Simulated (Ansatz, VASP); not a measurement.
## SnTe in VASP and in Ansatz

File INCAR:

```
PREC = Accurate ; ENCUT = 520
EDIFF = 1E-6 ; ISMEAR = -1
SIGMA = 0.08 ; LREAL = F
LASPH = T ; NELM = 80
ALGO = Normal ; ISIF = 2
LWAVE = F ; LCHARG = F
GGA = PE ; NBANDS = 17
```

KPOINTS

```
Automatic mesh
0
Gamma
  11 11 11
```

Contents of POSCAR:

```
SnTe
1.0
    0.0000000000      3.1774045827      3.1774045827
    3.1774045827      0.0000000000      3.1774045827
    3.1774045827      3.1774045827      0.0000000000
Sn Te
1 1
Direct
    0.0000000000      0.0000000000      0.0000000000
    0.5000000000      0.5000000000      0.5000000000
```

Input for Ansatz:

```yaml
crystal:
  lattice:
    - [0.0, 3.1774045827, 3.1774045827]
    - [3.1774045827, 0.0, 3.1774045827]
    - [3.1774045827, 3.1774045827, 0.0]
  atoms:
    - { symbol: Sn, position: [0.0, 0.0, 0.0] }
    - { symbol: Te, position: [0.5, 0.5, 0.5] }
kpoints:
  mp_grid: { grid: [11, 11, 11] }
  band_path:
    path:
      - [0.0, 0.0, 0.0]
      - [0.5, 0.0, 0.5]
      - [0.625, 0.25, 0.625]
      - [0.375, 0.375, 0.75]
      - [0.0, 0.0, 0.0]
      - [0.5, 0.5, 0.5]
      - [0.5, 0.25, 0.75]
      - [0.5, 0.0, 0.5]
    npoints: 5
scf:
  occupations: { method: fermi_dirac, width: 0.08 }
hamiltonian:
  xc: pbe
  pseudopotentials: { kind: all_electron, lapw: { basis_error: 0.00025 } }
output:
  forces: true
  stress: true
  eigenvalues: true
```

Change from the starting cell: volume scaled by 1.02.

Alike in both runs: task single point; functional PBE; k mesh 11 × 11 × 11; occupations fermi-dirac, width 0.08 eV; no spin polarisation.

|  | VASP | Ansatz |
| --- | --- | --- |
| version | VASP 6.6.1 | Ansatz 0.2.0 |
| potentials or method | VASP PAW PBE potentials, release 64 (Sn_d, Te), cutoff 520 eV | all-electron LAPW, scalar-relativistic |

Ansatz gave:

| Quantity | Value |
| --- | --- |
| pressure (GPa) | 1.1 |

Problem. Estimate VASP's values.

Solution. Pressure (GPa): 1.0.

Ansatz ran all-electron here, and VASP with PAW potentials.

Spin-orbit coupling is off throughout.
